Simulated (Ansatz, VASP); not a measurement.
# WSe2: VASP beside Ansatz

Contents of INCAR:

```
ALGO     = Normal         # electronic algorithm
EDIFF    = 1E-6           # SCF threshold, eV
ENCUT    = 520            # plane-wave cutoff, eV
GGA      = PS             # functional
ISIF     = 2              # what is computed and relaxed
ISMEAR   = 0              # smearing method
LASPH    = T              # aspherical terms in the spheres
LCHARG   = T              # write CHGCAR
LELF     = T              # ELF
LREAL    = F              # projectors in reciprocal space
LVHAR    = T            
LWAVE    = F              # write WAVECAR
NBANDS   = 49             # bands
NELM     = 100            # most SCF steps
PREC     = Accurate       # precision mode
SIGMA    = 0.05           # smearing width, eV
```

File KPOINTS:

```
k-points
0
Gamma
  12 12 1
```

File POSCAR:

```
WSe2
1.0
    3.1727757741      0.0000000000      0.0000000000
   -1.5863878870      2.7477044209      0.0000000000
    0.0000000000      0.0000000000     28.3092078968
W Se
3 6
Direct
    0.6666666667      0.3333333333      0.0000000000
    0.3333333333      0.6666666667      0.7734641576
    0.3333333333      0.6666666667      0.2265358424
    0.3333333333      0.6666666667      0.0573689705
    0.6666666667      0.3333333333      0.8308403050
    0.6666666667      0.3333333333      0.2838341585
    0.3333333333      0.6666666667      0.9426310295
    0.6666666667      0.3333333333      0.7161658415
    0.6666666667      0.3333333333      0.1691596950
```

Input for Ansatz:

```yaml
crystal:
  lattice:
    - [3.1727757741, 0.0, 0.0]
    - [-1.586387887, 2.7477044209, 0.0]
    - [0.0, 0.0, 28.3092078968]
  atoms:
    - { symbol: W, position: [0.6666666667, 0.3333333333, 0.0] }
    - { symbol: W, position: [0.3333333333, 0.6666666667, 0.7734641576] }
    - { symbol: W, position: [0.3333333333, 0.6666666667, 0.2265358424] }
    - { symbol: Se, position: [0.3333333333, 0.6666666667, 0.0573689705] }
    - { symbol: Se, position: [0.6666666667, 0.3333333333, 0.830840305] }
    - { symbol: Se, position: [0.6666666667, 0.3333333333, 0.2838341585] }
    - { symbol: Se, position: [0.3333333333, 0.6666666667, 0.9426310295] }
    - { symbol: Se, position: [0.6666666667, 0.3333333333, 0.7161658415] }
    - { symbol: Se, position: [0.6666666667, 0.3333333333, 0.169159695] }
basis:
  ecutwfc: 420
kpoints:
  mp_grid: { grid: [12, 12, 1] }
hamiltonian:
  xc: pbesol
scf:
  occupations: { method: gaussian, width: 0.05 }
output:
  forces: true
  stress: true
  eigenvalues: true
  write_density: true
  write_potential: true
  elf: true
  volumetric_format: npy
```

Change from the starting cell: strain -0.030 along x and y, -0.030 along z, atoms carried along.

Alike in both runs: task single point; functional PBEsol; k mesh 12 × 12 × 1; occupations gaussian, width 0.05 eV; no spin polarisation.

|  | VASP | Ansatz |
| --- | --- | --- |
| version | VASP 6.6.1 | Ansatz 0.2.0 |
| potentials or method | VASP PAW PBE potentials, release 64 (W_sv, Se), cutoff 520 eV | scalar-relativistic, plane waves, PAW |
| valence electrons in the cell | 78 | 138 |

Ansatz gave:

- gap on the k mesh at the Fermi level (eV): 1.24
- least direct gap on the mesh (eV): 1.85
- rms of the force components (eV/Å): 0.841

Task: What did VASP give for the same quantities?

Result: gap on the k mesh at the Fermi level (eV): 1.24; least direct gap on the mesh (eV): 1.84; rms of the force components (eV/Å): 0.882.

VASP's potentials were made for PBE, not for PBEsol. Atom by atom the forces differ by 0.041 eV/Å (rms over components). VASP's potentials hold 78 valence electrons a cell and Ansatz's 138, so a difference there can come from the potentials and not from the codes. Ansatz's warnings: xc potential rough in thin density.

Neither program's run includes spin-orbit coupling.
